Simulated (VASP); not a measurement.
# Ge in VASP: further runs

Ge is run at these levels: PBE+D3(BJ); tasks: single point.

Everything below comes from runs of VASP 6.6.1. Logs are shortened: lines on timing, memory, paths and dates and some standing lists are left out, and cuts for length are marked.

## Step 1: The cell of the first run

The cell holds a slab with vacuum, 4 atoms: a = 4.023 Å, b = 4.023 Å, c = 18.869 Å, α = 90.00°, β = 90.00°, γ = 120.00°.

## Step 2: Single point, PBE+D3(BJ) (layers slid over each other)

Contents of INCAR:

```
SYSTEM = Ge
ALGO     = Normal         ! electronic algorithm
DIPOL    = 0.5 0.5 0.415
EDIFF    = 1E-7           ! SCF threshold, eV
ENCUT    = 520            ! plane-wave cutoff, eV
GGA      = PE             ! functional
IDIPOL   = 3            
ISIF     = 2              ! what is computed and relaxed
ISMEAR   = 0              ! smearing method
IVDW     = 12             ! dispersion correction
LASPH    = .True.         ! aspherical terms in the spheres
LCHARG   = .True.         ! write CHGCAR
LDIPOL   = .True.       
LELF     = .True.         ! ELF
LREAL    = .False.        ! projectors in reciprocal space
LVACPOTAV= .True.       
LVHAR    = .True.       
LWAVE    = .False.        ! write WAVECAR
NBANDS   = 36             ! bands
NELM     = 100            ! most SCF steps
PREC     = Accurate       ! precision mode
SIGMA    = 0.1            ! smearing width, eV
```

Contents of KPOINTS:

```
k-points
0
Gamma
  9 9 1
  0 0 0
```

Contents of POSCAR:

```
Ge
1.0
    4.0226895460      0.0000000000      0.0000000000
   -2.0113447730      3.4837513384      0.0000000000
    0.0000000000      0.0000000000     18.8685220369
Ge
4
Direct
    0.3333333333      0.6666666667      0.2747571330
    0.6666666667      0.3333333333      0.2384924474
    0.4444444444      0.5555555556      0.5919129233
    0.7777777778      0.2222222222      0.5556482377
```

Potentials or basis: VASP PAW PBE potentials, release 64 (Ge_d).

Launch:

```
> cat potpaw_PBE.64/Ge_d/POTCAR > POTCAR
> mpirun -np 1 vasp_std > vasp.out
```

OUTCAR:

```text
SYSTEM = Ge
   EDIFF = 1E-7
   ENCUT = 520
   GGA = PE
   ISIF = 2
   ISMEAR = 0
   IVDW = 12
   LASPH = .True.
   LREAL = .False.
   NELM = 100
   PREC = Accurate
 IVDW          = 12

 ion  position               nearest neighbor table
   1  0.333  0.667  0.275-   2 2.42   2 2.42   2 2.42
   2  0.667  0.333  0.238-   1 2.42   1 2.42   1 2.42
   3  0.444  0.556  0.592-   4 2.42   4 2.42   4 2.42
   4  0.778  0.222  0.556-   3 2.42   3 2.42   3 2.42

  LATTYP: Found a hexagonal cell.
 ALAT       =     4.0226895460
 C/A-ratio  =     4.6905240440

  Lattice vectors:

 A1 = (   4.0226895460,   0.0000000000,   0.0000000000)
 A2 = (  -2.0113447730,   3.4837513384,   0.0000000000)
 A3 = (   0.0000000000,   0.0000000000,  18.8685220369)

Analysis of symmetry for initial positions (statically):
=====================================================================
 Subroutine PRICEL returns:
 Original cell was already a primitive cell.

 Routine SETGRP: Setting up the symmetry group for a
 hexagonal supercell.

 Subroutine GETGRP returns: Found  4 space group operations
 (whereof  2 operations were pure point group operations)
 out of a pool of 24 trial point group operations.

The static configuration has the point symmetry C_1h.
 The point group associated with its full space group is C_2h.

Analysis of symmetry for dynamics (positions and initial velocities):
=====================================================================
 Subroutine PRICEL returns:
 Original cell was already a primitive cell.

 Routine SETGRP: Setting up the symmetry group for a
 hexagonal supercell.

 Subroutine GETGRP returns: Found  4 space group operations
 (whereof  2 operations were pure point group operations)
 out of a pool of 24 trial point group operations.

The dynamic configuration has the point symmetry C_1h.
 The point group associated with its full space group is C_2h.

 Subroutine INISYM returns: Found  4 space group operations
 (whereof  2 operations are pure point group operations),
 and found     1 'primitive' translations

----------------------------------------------------------------------------------------

                                     Primitive cell

  volume of cell :     264.4244

  direct lattice vectors                    reciprocal lattice vectors
     4.022689546  0.000000000  0.000000000     0.248589902  0.143523447  0.000000000
    -2.011344773  3.483751338  0.000000000     0.000000000  0.287046894  0.000000000
     0.000000000  0.000000000 18.868522037     0.000000000  0.000000000  0.052998322

  length of vectors
     4.022689546  4.022689546 18.868522037     0.287046894  0.287046894  0.052998322

  position of ions in fractional coordinates (direct lattice)
     0.333333333  0.666666667  0.274757133
     0.666666667  0.333333333  0.238492447
     0.444444444  0.555555556  0.591912923
     0.777777778  0.222222222  0.555648238

  ion indices of the primitive-cell ions
   primitive index   ion index
                 1           1
                 2           2
                 3           3
                 4           4

----------------------------------------------------------------------------------------

 KPOINTS: k-points

Automatic generation of k-mesh.
 Grid dimensions read from file:
 generate k-points for:    9    9    1

 Generating k-lattice:

  Cartesian coordinates                     Fractional coordinates (reciprocal lattice)
     0.027621100  0.015947050  0.000000000     0.111111111  0.000000000  0.000000000
     0.000000000  0.031894099  0.000000000     0.000000000  0.111111111  0.000000000
     0.000000000  0.000000000  0.052998322     0.000000000  0.000000000  1.000000000

  Length of vectors
     0.031894099  0.031894099  0.052998322

  Shift w.r.t. Gamma in fractional coordinates (k-lattice)
     0.000000000  0.000000000  0.000000000

 Subroutine IBZKPT returns following result:
 ===========================================

 Found     25 irreducible k-points:

 Following reciprocal coordinates:
            Coordinates               Weight
  0.000000  0.000000  0.000000      1.000000
  0.111111  0.000000  0.000000      4.000000
 -0.111111  0.111111  0.000000      2.000000
  0.222222  0.000000  0.000000      4.000000
 -0.222222  0.222222  0.000000      2.000000
  0.333333  0.000000  0.000000      4.000000
[... 16 lines left out ...]
 -0.222222 -0.444444  0.000000      4.000000
  0.444444  0.333333  0.000000      4.000000
   k-points           NKPTS =     25   k-points in BZ     NKDIM =     25   number of bands    NBANDS=     36
   number of dos      NEDOS =    301   number of ions     NIONS =      4
   total plane-waves  NPLWV = 126000
   dimension x,y,z NGX =    30 NGY =   30 NGZ =  140
   dimension x,y,z NGXF=    60 NGYF=   60 NGZF=  280
   ions per type =               4
   NGX,Y,Z   is equivalent  to a cutoff of  12.40, 12.40, 12.34 a.u.
   NGXF,Y,Z  is equivalent  to a cutoff of  24.80, 24.80, 24.67 a.u.
 SYSTEM =  Ge
   PREC   = accura    normal or accurate (medium, high low for compatibility)
   ISTART =      0    job   : 0-new  1-cont  2-samecut
   ICHARG =      2    charge: 1-file 2-atom 10-const
   ISPIN  =      1    spin polarized calculation?
   LNONCOLLINEAR =      F non collinear calculations
   LSORBIT =      F    spin-orbit coupling
   LASPH  =      T    aspherical Exc in radial PAW
   ENCUT  =  520.0 eV  38.22 Ry    6.18 a.u.   7.48  7.48 35.08*2*pi/ulx,y,z
   NELM   =    100;   NELMIN=  2; NELMDL= -5     # of ELM steps
   EDIFF  = 0.1E-06   stopping-criterion for ELM
   LREAL  =      F    real-space projection
   EDIFFG = 0.1E-05   stopping-criterion for IOM
   NSW    =      0    number of steps for IOM
   IBRION =     -1    ionic relax: 0-MD 1-quasi-New 2-CG
   NFREE  =      0    steps in history (QN), initial steepest desc. (CG)
   ISIF   =      2    stress and relaxation
   ISYM   =      2    0-nonsym 1-usesym 2-fastsym
   POTIM  = 0.5000    time-step for ionic-motion
   TEBEG  =    0.0;   TEEND  =   0.0 temperature during run
   PSTRESS=    0.0 pullay stress
   NELECT =      56.0000    total number of electrons
   NUPDOWN=      -1.0000    fix difference up-down
   EMIN   =  10.00;   EMAX   =-10.00  energy-range for DOS
   EFERMI =   0.00;   METHOD = LEGACY
   ISMEAR =     0;   SIGMA  =   0.10  broadening in eV -4-tet -1-fermi 0-gaus
   EFERMI_NEDOS =   21; number of points for ismear=-14 and -15
   IALGO  =     38    algorithm
   IMIX   =      4    mixing-type and parameters
     AMIX     =   0.40;   BMIX     =  1.00
     AMIX_MAG =   1.60;   BMIX_MAG =  1.00
  volume/ion in A,a.u.               =      66.11       446.11
  Fermi-wavevector in a.u.,A,eV,Ry     =   0.975821  1.844035 12.955840  0.952227
  Thomas-Fermi vector in A             =   2.106391
   LORBIT       =      0    0 simple, 1 ext, 2 COOP (PROOUT), +10 PAW based schemes
   GGA     = PE    functional components
   LHFCALC =     F    Hartree Fock is set to
   AEXX    =    0.0000 exact exchange contribution
   IVDW    =    12    specifies the selected vdW correction
   LEPSILON=     F    determine dielectric tensor
   LRPA    =     F    only Hartree local field effects (RPA)
 non-spin polarized calculation
 Gauss-broadening in eV      SIGMA  =   0.10
  energy-cutoff  :      520.00
  volume of cell :      264.42
 maximum number of plane-waves:      7165
 NGX is ok and might be reduce to    30
   NGX = 15   NGY = 15   NGZ = 71

 number of electron      56.0000005 magnetization

 dipolmoment           0.000000      0.000000     -0.000000 electrons x Angstroem

 Free energy of the ion-electron system (eV)
  ---------------------------------------------------
  ext. energy  EPLUGINS =         0.00000000
  ---------------------------------------------------
  free energy    TOTEN  =       -16.15325863 eV

  energy without entropy =      -16.14902237  energy(sigma->0) =      -16.15114050

 E-fermi :  -1.3326     XC(G=0):  -4.5584

 val. band max:       -1.3763279176   @ k =   0.3333   0.3333   0.0000
 cond. band min:      -1.2882356846   @ k =   0.3333   0.3333   0.0000
 fundamental gap:      0.0880922330
 Fermi energy:        -1.3325823609

 k-point     1 :       0.0000    0.0000    0.0000
  band No.  band energies     occupation
      1     -25.8391      2.00000
      2     -25.8391      2.00000
      3     -25.8391      2.00000
      4     -25.8391      2.00000
      5     -25.7888      2.00000
      6     -25.7888      2.00000
[... 28 lines left out ...]
     35       2.5789      0.00000
     36       2.5820      0.00000

 k-point     2 :       0.1111    0.0000    0.0000
  band No.  band energies     occupation
      1     -25.8456      2.00000
      2     -25.8456      2.00000
      3     -25.8438      2.00000
      4     -25.8438      2.00000
      5     -25.8008      2.00000
      6     -25.8008      2.00000
[... 28 lines left out ...]
     35       3.0428      0.00000
     36       3.0787      0.00000

 k-point     3 :      -0.1111    0.1111    0.0000
  band No.  band energies     occupation
      1     -25.8456      2.00000
      2     -25.8456      2.00000
      3     -25.8438      2.00000
      4     -25.8438      2.00000
      5     -25.8008      2.00000
      6     -25.8008      2.00000
[... 28 lines left out ...]
     35       3.0432      0.00000
     36       3.0795      0.00000
[... 742 lines left out ...]
 k-point    23 :      -0.2222   -0.4444    0.0000
  band No.  band energies     occupation
      1     -25.8781      2.00000
      2     -25.8781      2.00000
      3     -25.8488      2.00000
      4     -25.8488      2.00000
      5     -25.8413      2.00000
      6     -25.8413      2.00000
[... 28 lines left out ...]
     35       4.2711      0.00000
     36       4.9996      0.00000

 k-point    24 :       0.4444    0.3333    0.0000
  band No.  band energies     occupation
      1     -25.8781      2.00000
      2     -25.8781      2.00000
      3     -25.8488      2.00000
      4     -25.8488      2.00000
      5     -25.8413      2.00000
      6     -25.8413      2.00000
[... 28 lines left out ...]
     35       4.2819      0.00000
     36       4.9839      0.00000

 [... further k-points ...]

------------------------ aborting loop because EDIFF is reached ----------------------------------------

 Edisp (eV)   -0.68622

 E8    (eV) :    -0.3147

  FORCE on cell =-STRESS in cart. coord.  units (eV):
  Direction    XX          YY          ZZ          XY          YZ          ZX
  --------------------------------------------------------------------------------------
  -------------------------------------------------------------------------------------
  Total      -0.14317    -0.14608    -0.35564    -0.00252     0.00019    -0.00032
  in kB      -0.86746    -0.88510    -2.15488    -0.01528     0.00113    -0.00196
  external pressure =       -1.30 kB  Pullay stress =        0.00 kB

 VOLUME and BASIS-vectors are now :
 -----------------------------------------------------------------------------
  energy-cutoff  :      520.00
  volume of cell :      264.42
      direct lattice vectors                 reciprocal lattice vectors
     4.022689546  0.000000000  0.000000000     0.248589902  0.143523447  0.000000000
    -2.011344773  3.483751338  0.000000000     0.000000000  0.287046894  0.000000000
     0.000000000  0.000000000 18.868522037     0.000000000  0.000000000  0.052998322

 POSITION                                       TOTAL-FORCE (eV/Angst)
 -----------------------------------------------------------------------------------
     -0.00000      2.32250      5.18426         0.000352     -0.000203      0.043669
      2.01134      1.16125      4.50000        -0.000270      0.000156      0.011251
      0.67045      1.93542     11.16852         0.000270     -0.000156     -0.011251
      2.68179      0.77417     10.48426        -0.000352      0.000203     -0.043669
 -----------------------------------------------------------------------------------
    total drift:                               -0.000006      0.000002      0.000457

  FREE ENERGIE OF THE ION-ELECTRON SYSTEM (eV)
  ---------------------------------------------------
  free  energy   TOTEN  =       -16.8394738234 eV

  energy  without entropy=      -16.8352375592  energy(sigma->0) =      -16.83735569

 vacuum level on the upper side and lower side of the slab         3.131         3.131
```

Run time: 10 min. Hardware: 1 thread of Intel Xeon 8259CL, shared host; peak memory 0.45 GiB.

What came out:

```
Free energy                : -16.8395 eV
Largest force              : 0.044 eV/Å
Band gap on the k mesh     : 0.09 eV
Dispersion energy per atom : -0.172 eV
```

Forces on the atoms (eV/Å):
```
Ge   0.000  0.000  0.044
Ge   0.000  0.000  0.011
Ge   0.000  0.000 -0.011
Ge   0.000  0.000 -0.044
```

Levels at points of the mesh, in eV from the valence-band top:
| k point | band 26 | band 27 | band 28 | band 29 | band 30 | band 31 |
| --- | --- | --- | --- | --- | --- | --- |
| (0.00, 0.00, 0.00) | -0.40 | -0.40 | -0.40 | 0.59 | 0.65 | 2.07 |

Caveat: the cell differs from its parent crystal (layers slid over each other).

## Step 3: Single point, PBE+D3(BJ) (layers slid over each other)

Contents of INCAR:

```
SYSTEM = Ge
ALGO = Normal
DIPOL = 0.5 0.5 0.368
EDIFF = 1E-6
ENCUT = 520
GGA = PE
IDIPOL = 3
ISIF = 2
ISMEAR = 0
IVDW = 12
LASPH = .True.
LCHARG = .True.
LDIPOL = .True.
LELF = .True.
LREAL = .False.
LVACPOTAV = .True.
LVHAR = .True.
LWAVE = .False.
NBANDS = 36
NELM = 100
PREC = Accurate
SIGMA = 0.1
```

KPOINTS is that of step 2.

Changes to POSCAR since step 2:

```diff
@@ -10,3 +10,3 @@
     0.6666666667      0.3333333333      0.2384924474
-    0.4444444444      0.5555555556      0.5919129233
-    0.7777777778      0.2222222222      0.5556482377
+    0.5555555556      0.4444444444      0.4965159443
+    0.8888888889      0.1111111111      0.4602512588
```

Potentials or basis: VASP PAW PBE potentials, release 64 (Ge_d).

Launch:

```
> cat potpaw_PBE.64/Ge_d/POTCAR > POTCAR
> mpirun -np 1 vasp_std > vasp.out
```

OUTCAR:

```text
SYSTEM = Ge
   EDIFF = 1E-6
   ENCUT = 520
   GGA = PE
   ISIF = 2
   ISMEAR = 0
   IVDW = 12
   LASPH = .True.
   LREAL = .False.
   NELM = 100
   PREC = Accurate
 IVDW          = 12

 ion  position               nearest neighbor table
   1  0.333  0.667  0.275-   2 2.42   2 2.42   2 2.42
   2  0.667  0.333  0.238-   1 2.42   1 2.42   1 2.42
   3  0.556  0.444  0.497-   4 2.42   4 2.42   4 2.42
   4  0.889  0.111  0.460-   3 2.42   3 2.42   3 2.42

[... 1146 lines left out ...]
  Direction    XX          YY          ZZ          XY          YZ          ZX
  --------------------------------------------------------------------------------------
  -------------------------------------------------------------------------------------
  Total      -0.23800    -0.30773    -0.56066    -0.06039    -0.02085     0.03611
  in kB      -1.44205    -1.86456    -3.39712    -0.36590    -0.12633     0.21880
  external pressure =       -2.23 kB  Pullay stress =        0.00 kB

 VOLUME and BASIS-vectors are now :
 -----------------------------------------------------------------------------
  energy-cutoff  :      520.00
  volume of cell :      264.42
      direct lattice vectors                 reciprocal lattice vectors
     4.022689546  0.000000000  0.000000000     0.248589902  0.143523447  0.000000000
    -2.011344773  3.483751338  0.000000000     0.000000000  0.287046894  0.000000000
     0.000000000  0.000000000 18.868522037     0.000000000  0.000000000  0.052998322

 POSITION                                       TOTAL-FORCE (eV/Angst)
 -----------------------------------------------------------------------------------
     -0.00000      2.32250      5.18426         0.012980     -0.007494      0.161429
      2.01134      1.16125      4.50000        -0.016716      0.009651     -0.010758
      1.34090      1.54833      9.36852         0.016716     -0.009651      0.010758
      3.35224      0.38708      8.68426        -0.012980      0.007494     -0.161429
 -----------------------------------------------------------------------------------
    total drift:                                0.000004     -0.000003      0.000031

  FREE ENERGIE OF THE ION-ELECTRON SYSTEM (eV)
  ---------------------------------------------------
  free  energy   TOTEN  =       -17.0464545799 eV

  energy  without entropy=      -17.0464466740  energy(sigma->0) =      -17.04645063

 vacuum level on the upper side and lower side of the slab         3.138         3.138
```

stdout:

```text
POSCAR found type information on POSCAR Ge
 POSCAR found :  1 types and       4 ions
 scaLAPACK will be used
 LDA part: xc-table for (Slater+PW92), standard interpolation
 POSCAR, INCAR and KPOINTS ok, starting setup
 FFT: planning ... GRIDC
 FFT: planning ... GRID_SOFT
 FFT: planning ... GRID
 WAVECAR not read
 entering main loop
 -----------------------------------------------------------------------------
|                                                                             |
|           W    W    AA    RRRRR   N    N  II  N    N   GGGG   !!!           |
|           W    W   A  A   R    R  NN   N  II  NN   N  G    G  !!!           |
|           W    W  A    A  R    R  N N  N  II  N N  N  G       !!!           |
|           W WW W  AAAAAA  RRRRR   N  N N  II  N  N N  G  GGG   !            |
|           WW  WW  A    A  R   R   N   NN  II  N   NN  G    G                |
|           W    W  A    A  R    R  N    N  II  N    N   GGGG   !!!           |
|                                                                             |
|     Did not find any points to average over, which means that no vacuum     |
|     field-free region was found. Please increase the size of  your cell     |
|     in the dimension of the dipole correction to obtain accurate            |
|     workfunction values.                                                    |
|                                                                             |
 -----------------------------------------------------------------------------
```

Wall time 7.3 min (1 thread of Intel Xeon 8259CL, shared host); peak memory 0.45 GiB.

Results:

| Quantity | Value |
| --- | --- |
| Free energy | -17.0465 eV |
| Largest force | 0.162 eV/Å |
| Band gap on the k mesh | 0.52 eV (least direct gap 0.57 eV) |
| Dispersion energy per atom | -0.213 eV |

Forces on the atoms (eV/Å):
```
Ge   0.013 -0.007  0.161
Ge  -0.017  0.010 -0.011
Ge   0.017 -0.010  0.011
Ge  -0.013  0.007 -0.161
```

Levels at points of the mesh, in eV from the valence-band top:
```tsv
k point	band 26	band 27	band 28	band 29	band 30	band 31
(0.00, 0.00, 0.00)	-0.19	-0.12	-0.12	0.77	0.99	2.35
```

Caveat: the cell differs from its parent crystal (layers slid over each other).
